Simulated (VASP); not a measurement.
A run of VASP 6.6.1:

Contents of POSCAR:

```
AlCu3
1.0
    0.0000000000      2.8906715113      2.8906715113
    2.8906715113      0.0000000000      2.8906715113
    2.8906715113      2.8906715113      0.0000000000
Al Cu
1 3
Direct
    0.0000000000      0.0000000000      0.0000000000
    0.5000000000      0.5000000000      0.5000000000
    0.2954046748      0.2045953252      0.2954046748
    0.7045953252      0.7954046748      0.7045953252
```

File INCAR.step1:

```
PREC = Accurate ; ENCUT = 520
ISMEAR = 0 ; SIGMA = 0.15
LREAL = F ; LASPH = T
NELM = 60 ; NBANDS = 26
GGA = PE ; ALGO = Normal
EDIFF = 1E-4 ; LWAVE = T
LCHARG = F
```

INCAR.step2

```
PREC = Accurate ; ENCUT = 520
EDIFF = 1E-6 ; ISMEAR = 0
SIGMA = 0.15 ; LREAL = F
LASPH = T ; NELM = 60
ALGO = Normal ; ISIF = 2
LWAVE = F ; LCHARG = F
METAGGA = R2SCAN ; LMIXTAU = T
NBANDS = 26 ; ISTART = 1
```

File KPOINTS:

```
regular mesh
0
Gamma
  14 14 14
```

Potentials or basis: VASP PAW PBE potentials, release 64 (Al, Cu).

Run with:

```console
$ cat potpaw_PBE.64/Al/POTCAR potpaw_PBE.64/Cu/POTCAR > POTCAR
$ cp INCAR.step1 INCAR
$ mpirun -np 1 vasp_std > vasp.out
$ cp INCAR.step2 INCAR
$ mpirun -np 1 vasp_std > vasp.out
```

Hardware: 1 thread of Intel(R) Xeon(R) 6975P-C (Granite Rapids) (shared host).

**Question.** Estimate the wall time of this run.

**Answer.** Run time: 13 min on 1 thread of Intel(R) Xeon(R) 6975P-C (Granite Rapids), with other jobs on the host, peak memory 0.52 GiB. Counts: k points 428.
